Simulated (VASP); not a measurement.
Set up this calculation in VASP 6.6.1, as the native input.

| Property | Result |
| --- | --- |
| Task | electric field gradients |
| Functional | PBE |
| Potentials or basis | VASP PAW PBE potentials, release 64 (Se) |
| Cutoff | 520 eV |
| k mesh | 6 × 6 × 5 |
| Occupations | fermi-dirac, width 0.03 eV |
| Spin | no spin polarisation |
| Dipole correction | no |
| Further INCAR settings | ALGO = Normal; EDIFF = 1e-08; NBANDS = 16 |

The structure of Se lies in POSCAR:

```
Se
1.0
    4.2788759499      0.0000000000      0.0000000000
   -2.1394379750      3.7056152723      0.0000000000
    0.0000000000      0.0000000000      4.9536000000
Se
3
Direct
    0.2254000000      0.0000000000      0.3333333333
    0.0000000000      0.2254000000      0.6666666667
    0.7746000000      0.7746000000      0.0000000000
```

This cell differs from its parent crystal: equal xx and yy strain of -2 %.

These files were run (other wordings do the same):

INCAR

```
SYSTEM = Se
PREC = Accurate
ENCUT = 520
EDIFF = 1E-8
ISMEAR = -1
SIGMA = 0.03
LREAL = .FALSE.
LASPH = .TRUE.
NELM = 80
ALGO = Normal
ISIF = 2
LWAVE = .FALSE.
LCHARG = .FALSE.
GGA = PE
LEFG = .TRUE.
NBANDS = 16
```

KPOINTS

```
Automatic mesh
0
G
  6 6 5
  0 0 0
```

Potentials or basis: VASP PAW PBE potentials, release 64 (Se).

The run is started by

```console
$ cat potpaw_PBE.64/Se/POTCAR > POTCAR
$ mpirun -np 1 vasp_std > vasp.out
```

It gave:

```yaml
Pressure: 5.2 GPa
Largest_force: 0.833 eV/Å
Band_gap_on_the_k_mesh: 1.32 eV, indirect (least direct gap 1.42 eV)
```

Caveat: the cell differs from its parent crystal (equal xx and yy strain of -2 %); without QUAD_EFG the Cq values of the log hold for a quadrupole moment of 1 mb, not for the nuclei.

Run time: 28 s on 1 thread of Intel(R) Xeon(R) Platinum 8375C CPU @ 2.90GHz (Ice Lake) (shared host), peak memory 0.19 GiB.
